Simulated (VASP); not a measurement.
Set up this calculation in VASP 6.6.1, as the native input.

* Task: single point
* Functional: PBEsol
* Dispersion: D4
* Potentials or basis: VASP PAW PBE potentials, release 64 (Mg, Sb)
* Cutoff: 520 eV
* k mesh: 4 × 4 × 4
* Occupations: fermi-dirac, width 0.1 eV
* Spin: no spin polarisation
* Dipole correction: no
* Further INCAR settings: ALGO = Normal; EDIFF = 1e-06; NBANDS = 21

The structure of MgSb2 lies in POSCAR:

```
MgSb2
1.0
    4.8492617805     -3.0360060146      0.0000000000
    4.8492617805      3.0360060146      0.0000000000
    0.0000000000      0.0000000000      5.7879440256
Mg Sb
2 4
Direct
    0.3158830000      0.6841170000      0.7500000000
    0.6841170000      0.3158830000      0.2500000000
    0.6345660000      0.0337820000      0.7500000000
    0.9662180000      0.3654340000      0.7500000000
    0.0337820000      0.6345660000      0.2500000000
    0.3654340000      0.9662180000      0.2500000000
```

These files were run (other wordings do the same):

INCAR

```
PREC     = Accurate       # precision mode
ENCUT    = 520            # plane-wave cutoff, eV
EDIFF    = 1E-6           # SCF threshold, eV
ISMEAR   = -1             # smearing method
SIGMA    = 0.1            # smearing width, eV
LREAL    = False          # projectors in reciprocal space
LASPH    = True           # aspherical terms in the spheres
NELM     = 100            # most SCF steps
ALGO     = Normal         # electronic algorithm
ISIF     = 2              # what is computed and relaxed
LWAVE    = False          # write WAVECAR
LCHARG   = True           # write CHGCAR
GGA      = PS             # functional
IVDW     = 13             # dispersion correction
LELF     = True           # ELF
LVHAR    = True         
NBANDS   = 21             # bands
```

KPOINTS

```
Automatic mesh
0
Gamma
  4 4 4
```

Potentials or basis: VASP PAW PBE potentials, release 64 (Mg, Sb).

The run is started by

```console
$ cat potpaw_PBE.64/Mg/POTCAR potpaw_PBE.64/Sb/POTCAR > POTCAR
$ mpirun -np 1 vasp_std > vasp.out
```

It gave:

```yaml
Pressure: -7.0 GPa
Largest_force: 0.172 eV/Å
Band_gap_on_the_k_mesh: zero (bands 12 and 13 overlap by 1.80 eV)
Dispersion_energy_per_atom: -0.215 eV
```

Caveat: the cell stands under tension; the PAW data sets were made with another functional, which shifts forces and pressure a little; spin-orbit coupling is left out, which moves the levels of the heavy elements.

Run time: 79 s on 1 thread of Intel(R) Xeon(R) Platinum 8488C (Sapphire Rapids) (shared host), peak memory 0.34 GiB.
